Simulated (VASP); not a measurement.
Set up this calculation in VASP 6.6.1, as the native input.

| Item | Value |
| --- | --- |
| Task | single point |
| Functional | LDA |
| Potentials or basis | VASP PAW LDA potentials, release 64 (Al, N) |
| Cutoff | 520 eV |
| k mesh | 17 × 17 × 17 |
| Occupations | fermi-dirac, width 0.1 eV |
| Spin | no spin polarisation |
| Dipole correction | no |
| Further INCAR settings | ALGO = Normal; EDIFF = 1e-06; NBANDS = 11 |

The structure of AlN (zincblende type) lies in POSCAR:

```
AlN
1.0
    0.0000000000      1.8710199976      1.8710199976
    1.8710199976      0.0000000000      1.8710199976
    1.8710199976      1.8710199976      0.0000000000
Al N
1 1
Direct
    0.0000000000      0.0000000000      0.0000000000
    0.2500000000      0.2500000000      0.2500000000
```

This cell differs from its parent crystal: volume scaled by 0.64.

These files were run (other wordings do the same):

INCAR

```
SYSTEM = AlN
PREC = Accurate ; ENCUT = 520
EDIFF = 1E-6 ; ISMEAR = -1
SIGMA = 0.1 ; LREAL = .False.
LASPH = .True. ; NELM = 100
ALGO = Normal ; ISIF = 2
LWAVE = .False. ; LCHARG = .False.
GGA = CA ; NBANDS = 11
```

KPOINTS

```
Automatic mesh
0
Gamma
  17 17 17
  0 0 0
```

Potentials or basis: VASP PAW LDA potentials, release 64 (Al, N).

Launch:

```bash
$ cat potpaw_LDA.64/Al/POTCAR potpaw_LDA.64/N/POTCAR > POTCAR
$ mpirun -np 1 vasp_std > vasp.out
```

It gave:

* Pressure: 224.2 GPa
* Band gap on the k mesh: 3.31 eV, indirect (least direct gap 5.51 eV)

It took 7.7 s on 1 thread of Intel(R) Xeon(R) 6975P-C (Granite Rapids), with other jobs on the host, peak memory 0.12 GiB.
